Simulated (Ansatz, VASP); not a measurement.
## One calculation of TiB, two programs

File POSCAR:

```
TiB
1.0
    0.0000000000      2.1535250000      2.1010000000
    2.1535250000      0.0000000000      2.1010000000
    2.1535250000      2.1535250000      0.0000000000
Ti B
1 1
Direct
    0.7500000000      0.7500000000      0.7500000000
    0.0000000000      0.0000000000      0.0000000000
```

File INCAR.step1:

```
PREC = Accurate
ENCUT = 520
ISMEAR = 0
SIGMA = 0.15
LREAL = F
LASPH = T
NELM = 60
NBANDS = 14
GGA = PE
ALGO = Normal
EDIFF = 1E-4
LWAVE = T
LCHARG = F
```

File INCAR.step2:

```
PREC = Accurate
ENCUT = 520
EDIFF = 1E-7
ISMEAR = 0
SIGMA = 0.15
LREAL = F
LASPH = T
NELM = 60
ALGO = Normal
ISIF = 2
LWAVE = F
LCHARG = F
METAGGA = R2SCAN
LMIXTAU = T
NBANDS = 14
ISTART = 1
```

Contents of KPOINTS:

```
regular mesh
0
Gamma
  20 20 20
```

Input for Ansatz:

```yaml
crystal:
  lattice:
    - [0.0, 2.153525, 2.101]
    - [2.153525, 0.0, 2.101]
    - [2.153525, 2.153525, 0.0]
  atoms:
    - { symbol: Ti, position: [0.75, 0.75, 0.75] }
    - { symbol: B, position: [0.0, 0.0, 0.0] }
basis:
  ecutwfc: 500
kpoints:
  mp_grid: { grid: [20, 20, 20] }
hamiltonian:
  xc: r2scan
scf:
  occupations: { method: gaussian, width: 0.15 }
output:
  forces: true
  stress: true
  eigenvalues: true
```

Change from the starting cell: strain +0.025 along x and y, +0.000 along z, atoms carried along.

Alike in both runs: task single point; functional r2SCAN; k mesh 20 × 20 × 20; occupations gaussian, width 0.15 eV; no spin polarisation.

|  | VASP | Ansatz |
| --- | --- | --- |
| version | VASP 6.6.1 | Ansatz 0.2.0 |
| potentials or method | VASP PAW PBE potentials, release 64 (Ti_sv, B), cutoff 520 eV | scalar-relativistic, plane waves, PAW |
| valence electrons in the cell | 15 | 15 |

```csv
,VASP,Ansatz,Ansatz less VASP
gap on the k mesh at the Fermi level (eV),none,none,-
pressure (GPa),101.3,100.4,-0.85
"traceless stress, the component that is largest in VASP (GPa)",-3.75,-3.74,+0.012
```

VASP's potentials were made for PBE, not for r2SCAN. A gap of «none» marks a metal or a gap that the smearing closes. Both programs put the cell under a high pressure, so it lies far from rest at this level.

Noted on VASP's run: the cell as given lies far from equilibrium.
